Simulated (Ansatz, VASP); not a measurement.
# Si in VASP and in Ansatz

```
Si
1.0
     3.70800    0.00000    0.00000
    -1.85400    3.21122    0.00000
     0.00000    0.00000   28.00000
Si
2
Direct
  0.33333 0.66667 0.50255
  0.66667 0.33333 0.49745
```

Alike in both runs: task single point; functional LDA; k mesh 15 × 15 × 1; occupations gaussian, width 0.1 eV; no spin polarisation.

|  | VASP | Ansatz |
| --- | --- | --- |
| version | VASP 6.6.1 | Ansatz 0.2.0 |
| potentials or method | VASP PAW LDA potentials, release 64 (Si), cutoff 520 eV | scalar-relativistic, plane waves, PAW |
| valence electrons in the cell | 8 | 8 |

```tsv
	VASP	Ansatz	Ansatz less VASP
gap on the k mesh at the Fermi level (eV)	none	none	-
rms of the force components (eV/Å)	0.146	0.146	-0.0005
```

Ansatz warns that its potentials were made for another functional, while VASP's fit it. LDA's correlation is that of Perdew and Zunger in VASP and of Perdew and Wang (1992) in Ansatz. Atom by atom the forces differ by 0.000 eV/Å (rms over components). A gap of «none» marks a metal or a gap that the smearing closes.
